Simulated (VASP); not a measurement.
A run of VASP 6.6.1:

Contents of INCAR:

```
PREC = Accurate ; ENCUT = 520
EDIFF = 1E-6 ; ISMEAR = 0
SIGMA = 0.1 ; LREAL = F
LASPH = T ; NELM = 60
ALGO = Fast ; ISIF = 2
LWAVE = F ; LCHARG = F
GGA = PS ; NBANDS = 23
```

The input KPOINTS:

```
regular mesh
0
Gamma
  12 12 8
```

Contents of POSCAR:

```
SbPt
1.0
    3.9734830293      0.0000000000      0.0000000000
   -1.9867415147      3.4411372449      0.0000000000
    0.0000000000      0.0000000000      5.3003838225
Sb Pt
2 2
Direct
    0.3333333333      0.6666666667      0.2500000000
    0.6666666667      0.3333333333      0.7500000000
    0.0000000000      0.0000000000      0.0000000000
    0.0000000000      0.0000000000      0.5000000000
```

Potentials or basis: VASP PAW PBE potentials, release 64 (Sb, Pt).

The run is started by

```console
$ cat potpaw_PBE.64/Sb/POTCAR potpaw_PBE.64/Pt/POTCAR > POTCAR
$ mpirun -np 1 vasp_std > vasp.out
```

Hardware: 1 thread of Oxide Virtual Turin-like Processor, on a shared host.

How long does it take, and how much memory?

Run time: 3.5 min on 1 thread of Oxide Virtual Turin-like Processor, on a shared host, peak memory 0.25 GiB. Counts: scf iterations 14, k points 95.
